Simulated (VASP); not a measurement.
# Cu3Sb4O12 (P1) in VASP: notebook

Cu3Sb4O12 is run at these levels: LDA; tasks: single point.

Program: VASP 6.6.1. These are calculated values, not measurements. Logs are shortened: lines on timing, memory, paths and dates and some standing lists are left out, and cuts for length are marked.

## Step 1: The cell of the first run

The typed cell holds 38 atoms: a = 7.699 Å, b = 7.699 Å, c = 7.699 Å, α = 90.00°, β = 90.00°, γ = 90.00°.

## Step 2: Single point, LDA

File INCAR:

```
PREC = Accurate ; ENCUT = 520
EDIFF = 1E-7 ; ISMEAR = -1
SIGMA = 0.05 ; LREAL = Auto
LASPH = T ; NELM = 80
ALGO = Normal ; ISIF = 2
LWAVE = F ; LCHARG = T
LELF = T ; LVHAR = T
NBANDS = 150
```

File KPOINTS:

```
regular mesh
0
Gamma
  1 1 1
```

File POSCAR:

```
Cu3Sb4O12
1.0
    7.6993660000      0.0000000000      0.0000000000
    0.0000000000      7.6993660000      0.0000000000
    0.0000000000      0.0000000000      7.6993660000
Cu Sb O
6 8 24
Direct
    0.0012728321     -0.0181313630      0.5074443792
   -0.0118451311      0.4928327865     -0.0303141843
    0.5145098960      0.0264827000      0.0081175515
    0.5060027020      0.5001450769     -0.0021040693
    0.4876635297     -0.0215861929      0.4906378006
   -0.0191833977      0.4703504159      0.5076911528
    0.2590213272      0.2391885254      0.2566834724
    0.2483581116      0.7390998168      0.2189401049
    0.2612422893      0.2493452058      0.7559063954
    0.7530360292      0.2724250282      0.2789060814
    0.7376841158      0.7594911062      0.7544777063
    0.7578156435      0.2556833900      0.7628550195
    0.7532178624      0.7639070542      0.2412666186
    0.2376689198      0.7437235741      0.7365931169
    0.3171559840      0.8230028291      0.4824942729
    0.1725336865      0.6866409520     -0.0164688885
    0.2956607076      0.1580519747      0.4932224290
    0.0020001647      0.2077703541      0.6614830364
    0.8440305345      0.5171724529      0.3079214574
    0.3400279971      0.0084682297      0.1790796801
   -0.0024547476      0.1945744624      0.3078305409
    0.7109546422     -0.0079097422      0.1780795977
    0.2023543237      0.2936605430      0.0127283207
    0.4969110444      0.3166364607      0.8239639472
    0.1700789390      0.4822085351      0.3317545886
    0.5097432698      0.3368848812      0.2110173747
    0.8242107207      0.3081812191      0.0308726719
    0.6540928175      0.1850801741      0.5169646436
    0.8119889352      0.6738866551      0.0001039047
    0.5097562579      0.6878878079      0.1643511946
    0.3057264715     -0.0135205938      0.8192492733
    0.7942342266      0.5216793175      0.6940701351
    0.4804681321      0.6858616671      0.8063910717
    0.1883661590      0.4935990834      0.6676134113
    0.6919920419      0.8259900880      0.5147177053
    0.0070265526      0.7942731908      0.2971803133
    0.7032656975      0.0144557357      0.8186648095
   -0.0057537205      0.8296527273      0.7275274354
```

Potentials or basis: VASP PAW LDA potentials, release 64 (Cu, Sb, O).

Command:

```console
$ cat potpaw_LDA.64/Cu/POTCAR potpaw_LDA.64/Sb/POTCAR potpaw_LDA.64/O/POTCAR > POTCAR
$ mpirun -np 1 vasp_gam > vasp.out
```

OUTCAR:

```text
PREC = Accurate
   ENCUT = 520
   EDIFF = 1E-7
   ISMEAR = -1
   LREAL = Auto
   LASPH = T
   NELM = 80
   ISIF = 2

 ion  position               nearest neighbor table
   1  0.001  0.982  0.507-  38 2.06  18 2.11  36 2.17  21 2.25  14 3.13  13 3.27  11 3.27
   2  0.988  0.493  0.970-  27 1.96  29 1.96  16 2.06  23 2.28  12 3.00  14 3.26   9 3.26  11 3.27

   3  0.515  0.026  0.008-  20 1.89  22 2.02  37 2.06  31 2.19  12 3.19   7 3.20   9 3.24  13 3.27

   4  0.506  0.500  0.998-  30 1.93  24 1.95  33 2.06  26 2.07   8 3.20  12 3.25  11 3.27   9 3.28

   5  0.488  0.978  0.491-  15 1.78  35 1.97  17 2.02  28 2.05   7 3.22  14 3.25  13 3.25  11 3.27

   6  0.981  0.470  0.508-  19 1.90  25 1.99  34 2.03  32 2.07  18 2.35  10 2.92  12 3.09
   7  0.259  0.239  0.257-  17 1.95  23 1.97  20 1.98  25 2.07  21 2.08  26 2.10   3 3.20   5 3.22

   8  0.248  0.739  0.219-  16 1.95  36 2.00  30 2.09  15 2.19  20 2.21  25 2.24   4 3.20  14 3.71

   9  0.261  0.249  0.756-  24 1.96  23 2.06  34 2.08  31 2.11  18 2.15  17 2.16   3 3.24   2 3.26
                             4 3.28
  10  0.753  0.272  0.279-  21 1.99  27 2.01  26 2.01  19 2.02  28 2.10  22 2.32   6 2.92  12 3.73

  11  0.738  0.759  0.754-  32 1.94  35 1.95  37 2.04  38 2.06  29 2.08  33 2.10   1 3.27   5 3.27
                             2 3.27   4 3.27  13 3.75
  12  0.758  0.256  0.763-  37 1.95  18 2.07  24 2.12  28 2.13  32 2.13  27 2.16   2 3.00   6 3.09
                             3 3.19   4 3.25  10 3.73
  13  0.753  0.764  0.241-  22 1.85  36 2.01  29 2.03  30 2.05  19 2.09  35 2.21   5 3.25   1 3.27
                             3 3.27  11 3.75
  14  0.238  0.744  0.737-  38 1.99  33 2.00  16 2.01  34 2.03  31 2.04  15 2.14   1 3.13   5 3.25
                             2 3.26   8 3.71
  15  0.317  0.823  0.482-   5 1.78  14 2.14   8 2.19
  16  0.173  0.687  0.984-   8 1.95  14 2.01   2 2.06
  17  0.296  0.158  0.493-   7 1.95   5 2.02   9 2.16
  18  0.002  0.208  0.661-  12 2.07   1 2.11   9 2.15   6 2.35
  19  0.844  0.517  0.308-   6 1.90  10 2.02  13 2.09
  20  0.340  0.008  0.179-   3 1.89   7 1.98   8 2.21
  21  0.998  0.195  0.308-  10 1.99   7 2.08   1 2.25
  22  0.711  0.992  0.178-  13 1.85   3 2.02  10 2.32
  23  0.202  0.294  0.013-   7 1.97   9 2.06   2 2.28
  24  0.497  0.317  0.824-   4 1.95   9 1.96  12 2.12
[... 12 lines left out ...]
  37  0.703  0.014  0.819-  12 1.95  11 2.04   3 2.06
  38  0.994  0.830  0.728-  14 1.99  11 2.06   1 2.06

  LATTYP: Found a simple cubic cell.
 ALAT       =     7.6993660000

  Lattice vectors:

 A1 = (   7.6993660000,   0.0000000000,   0.0000000000)
 A2 = (   0.0000000000,   7.6993660000,   0.0000000000)
 A3 = (   0.0000000000,   0.0000000000,   7.6993660000)

Analysis of symmetry for initial positions (statically):
=====================================================================
 Subroutine PRICEL returns:
 Original cell was already a primitive cell.

 Routine SETGRP: Setting up the symmetry group for a
 simple cubic supercell.

 Subroutine GETGRP returns: Found  1 space group operations
 (whereof  1 operations were pure point group operations)
 out of a pool of 48 trial point group operations.

The static configuration has the point symmetry C_1 .

Analysis of symmetry for dynamics (positions and initial velocities):
=====================================================================
 Subroutine PRICEL returns:
 Original cell was already a primitive cell.

 Routine SETGRP: Setting up the symmetry group for a
 simple cubic supercell.

 Subroutine GETGRP returns: Found  1 space group operations
 (whereof  1 operations were pure point group operations)
 out of a pool of 48 trial point group operations.

The dynamic configuration has the point symmetry C_1 .

 Subroutine INISYM returns: Found  1 space group operations
 (whereof  1 operations are pure point group operations),
 and found     1 'primitive' translations

----------------------------------------------------------------------------------------

                                     Primitive cell

  volume of cell :     456.4202

  direct lattice vectors                    reciprocal lattice vectors
     7.699366000  0.000000000  0.000000000     0.129880824  0.000000000  0.000000000
     0.000000000  7.699366000  0.000000000     0.000000000  0.129880824  0.000000000
     0.000000000  0.000000000  7.699366000     0.000000000  0.000000000  0.129880824

  length of vectors
     7.699366000  7.699366000  7.699366000     0.129880824  0.129880824  0.129880824

  position of ions in fractional coordinates (direct lattice)
     0.001272832  0.981868637  0.507444379
     0.988154869  0.492832787  0.969685816
     0.514509896  0.026482700  0.008117551
     0.506002702  0.500145077  0.997895931
     0.487663530  0.978413807  0.490637801
     0.980816602  0.470350416  0.507691153
[... 30 lines left out ...]
     0.703265698  0.014455736  0.818664809
     0.994246279  0.829652727  0.727527435

  ion indices of the primitive-cell ions
   primitive index   ion index
                 1           1
                 2           2
                 3           3
                 4           4
                 5           5
                 6           6
[... 30 lines left out ...]
                37          37
                38          38

----------------------------------------------------------------------------------------

 KPOINTS: regular mesh

Automatic generation of k-mesh.
 Grid dimensions read from file:
 generate k-points for:    1    1    1

 Generating k-lattice:

  Cartesian coordinates                     Fractional coordinates (reciprocal lattice)
     0.129880824  0.000000000  0.000000000     1.000000000  0.000000000  0.000000000
     0.000000000  0.129880824  0.000000000     0.000000000  1.000000000  0.000000000
     0.000000000  0.000000000  0.129880824     0.000000000  0.000000000  1.000000000

  Length of vectors
     0.129880824  0.129880824  0.129880824

  Shift w.r.t. Gamma in fractional coordinates (k-lattice)
     0.000000000  0.000000000  0.000000000

 Subroutine IBZKPT returns following result:
 ===========================================

 Found      1 irreducible k-points:

 Following reciprocal coordinates:
            Coordinates               Weight
  0.000000  0.000000  0.000000      1.000000
   k-points           NKPTS =      1   k-points in BZ     NKDIM =      1   number of bands    NBANDS=    150
   number of dos      NEDOS =    301   number of ions     NIONS =     38
   total plane-waves  NPLWV = 216000
   dimension x,y,z NGX =    60 NGY =   60 NGZ =   60
   dimension x,y,z NGXF=   120 NGYF=  120 NGZF=  120
   ions per type =               6   8  24
   NGX,Y,Z   is equivalent  to a cutoff of  12.96, 12.96, 12.96 a.u.
   NGXF,Y,Z  is equivalent  to a cutoff of  25.91, 25.91, 25.91 a.u.
 SYSTEM =  unknown system
   PREC   = accura    normal or accurate (medium, high low for compatibility)
   ISTART =      0    job   : 0-new  1-cont  2-samecut
   ICHARG =      2    charge: 1-file 2-atom 10-const
   ISPIN  =      1    spin polarized calculation?
   LNONCOLLINEAR =      F non collinear calculations
   LSORBIT =      F    spin-orbit coupling
   LASPH  =      T    aspherical Exc in radial PAW
   ENCUT  =  520.0 eV  38.22 Ry    6.18 a.u.  14.32 14.32 14.32*2*pi/ulx,y,z
   NELM   =     80;   NELMIN=  2; NELMDL= -5     # of ELM steps
   EDIFF  = 0.1E-06   stopping-criterion for ELM
   LREAL  =      T    real-space projection
   EDIFFG = 0.1E-05   stopping-criterion for IOM
   NSW    =      0    number of steps for IOM
   IBRION =     -1    ionic relax: 0-MD 1-quasi-New 2-CG
   NFREE  =      0    steps in history (QN), initial steepest desc. (CG)
   ISIF   =      2    stress and relaxation
   ISYM   =      2    0-nonsym 1-usesym 2-fastsym
   POTIM  = 0.5000    time-step for ionic-motion
   TEBEG  =    0.0;   TEEND  =   0.0 temperature during run
   PSTRESS=    0.0 pullay stress
   NELECT =     250.0000    total number of electrons
   NUPDOWN=      -1.0000    fix difference up-down
   EMIN   =  10.00;   EMAX   =-10.00  energy-range for DOS
   EFERMI =   0.00;   METHOD = LEGACY
   ISMEAR =    -1;   SIGMA  =   0.05  broadening in eV -4-tet -1-fermi 0-gaus
   EFERMI_NEDOS =   21; number of points for ismear=-14 and -15
   IALGO  =     38    algorithm
   IMIX   =      4    mixing-type and parameters
     AMIX     =   0.40;   BMIX     =  1.00
     AMIX_MAG =   1.60;   BMIX_MAG =  1.00
  volume/ion in A,a.u.               =      12.01        81.05
  Fermi-wavevector in a.u.,A,eV,Ry     =   1.339471  2.531233 24.411323  1.794182
  Thomas-Fermi vector in A             =   2.467860
   LORBIT       =      0    0 simple, 1 ext, 2 COOP (PROOUT), +10 PAW based schemes
   GGA     = CA    functional components
   LHFCALC =     F    Hartree Fock is set to
   AEXX    =    0.0000 exact exchange contribution
   IVDW    =     0    specifies the selected vdW correction
   LEPSILON=     F    determine dielectric tensor
   LRPA    =     F    only Hartree local field effects (RPA)
 non-spin polarized calculation
  energy-cutoff  :      520.00
  volume of cell :      456.42
 maximum number of plane-waves:      6099
 NGX is ok and might be reduce to    60
   NGX = 29   NGY = 29   NGZ = 29

 number of electron     249.9999996 magnetization

 Free energy of the ion-electron system (eV)
  ---------------------------------------------------
  ext. energy  EPLUGINS =         0.00000000
  ---------------------------------------------------
  free energy    TOTEN  =      -241.98384171 eV

  energy without entropy =     -241.69580768  energy(sigma->0) =     -241.83982470

 E-fermi :   5.9633     XC(G=0): -11.3756

 val. band max:        5.9366489104   @ k =   0.0000   0.0000   0.0000
 cond. band min:       5.9888912111   @ k =   0.0000   0.0000   0.0000
 fundamental gap:      0.0522423006
 Fermi energy:         5.9633409629

 k-point     1 :       0.0000    0.0000    0.0000
  band No.  band energies     occupation
      1     -14.5032      2.00000
      2     -13.6956      2.00000
      3     -13.6380      2.00000
      4     -13.5783      2.00000
      5     -13.1195      2.00000
      6     -13.0887      2.00000
[... 129 lines left out ...]
    136      10.1570      0.00000
    137      10.2837      0.00000
 [bands above 137 left out]

------------------------ aborting loop because EDIFF is reached ----------------------------------------

  FORCE on cell =-STRESS in cart. coord.  units (eV):
  Direction    XX          YY          ZZ          XY          YZ          ZX
  --------------------------------------------------------------------------------------
  -------------------------------------------------------------------------------------
  Total      -23.3697431    -19.6406255    -22.9549559     -1.8035649     -0.5955201      3.4677350
  in kB      -82.0350838    -68.9447186    -80.5790513     -6.3310751     -2.0904611     12.1728311
  external PRESSURE =     -77.1862846 kB  Pullay stress =       0.0000000 kB

 VOLUME and BASIS-vectors are now :
 -----------------------------------------------------------------------------
  energy-cutoff  :      520.00
  volume of cell :      456.42
      direct lattice vectors                 reciprocal lattice vectors
     7.699366000  0.000000000  0.000000000     0.129880824  0.000000000  0.000000000
     0.000000000  7.699366000  0.000000000     0.000000000  0.129880824  0.000000000
     0.000000000  0.000000000  7.699366000     0.000000000  0.000000000  0.129880824

 POSITION                                       TOTAL-FORCE (eV/Angst)
 -----------------------------------------------------------------------------------
      0.00980      7.55977      3.90700         0.201598      0.636730     -0.441061
      7.60817      3.79450      7.46597         0.664526     -0.030386      1.088841
      3.96140      0.20390      0.06250         0.187726     -0.650669     -0.850347
      3.89590      3.85080      7.68317        -0.035885      0.133979      0.131313
      3.75470      7.53317      3.77760         1.307872      2.063835      0.353111
      7.55167      3.62140      3.90890         1.212849      0.405146      0.106579
[... 30 lines left out ...]
      5.41470      0.11130      6.30320        -0.883283     -0.868954      0.729694
      7.65507      6.38780      5.60150        -0.270701     -0.083468     -1.357398
 -----------------------------------------------------------------------------------
    total drift:                               -0.013434      0.019054      0.011528

  FREE ENERGIE OF THE ION-ELECTRON SYSTEM (eV)
  ---------------------------------------------------
  free  energy   TOTEN  =      -241.9838417116 eV

  energy  without entropy=     -241.6958076793  energy(sigma->0) =     -241.83982470
```

It took 5.5 min on 1 thread of AMD EPYC 7R43 (Zen 3), shared host; peak memory 0.33 GiB.

What came out:

- Free energy: -241.9838 eV
- Pressure: -7.7 GPa
- Largest force: 3.177 eV/Å

Forces in eV/Å, atoms in the order of the input:
```
Cu   0.202  0.637 -0.441
Cu   0.665 -0.030  1.089
Cu   0.188 -0.651 -0.850
Cu  -0.036  0.134  0.131
Cu   1.308  2.064  0.353
Cu   1.213  0.405  0.107
Sb  -1.278  2.026 -0.138
Sb   0.299 -0.092  2.384
Sb  -1.462 -1.384 -0.383
Sb   0.034 -1.143 -0.456
Sb   0.072  0.556  1.524
Sb  -0.183  0.283 -0.184
Sb   0.933 -2.742  0.753
Sb   0.884  0.819 -0.295
O   -1.770 -2.170  0.155
O   -0.046 -0.729 -0.064
O    0.520  0.148  1.581
O   -0.492  0.171  0.958
O   -1.889 -0.602  0.346
O   -0.530 -1.263  0.562
O    0.221 -1.017  0.801
O   -0.805  3.071  0.103
O   -0.413  0.746 -1.680
O    1.304 -0.201  0.092
O    1.612  0.662 -1.389
O   -0.508 -0.616 -0.254
O   -0.621  0.055 -2.365
O    1.069  0.666 -0.661
O   -0.883  0.762 -0.599
O   -0.626  0.236  0.584
O    0.309  1.212 -0.555
O    0.682 -2.364 -0.317
O    1.320 -0.046 -0.040
O   -0.132  0.147  1.101
O   -0.077 -0.032 -1.900
O    0.073  1.236  0.574
O   -0.883 -0.869  0.730
O   -0.271 -0.083 -1.357
```

Stress tensor (GPa, compression positive):
```
-8.20 -0.63  1.22
-0.63 -6.89 -0.21
 1.22 -0.21 -8.06
```

Caveat: the k points lie up to 0.82 Å⁻¹ apart; spin-orbit coupling is left out, which moves the levels of the heavy elements; forces of over 1 eV/Å act on the atoms, so gaps and moduli don't describe the material at rest.

[end of part 1 of 2]
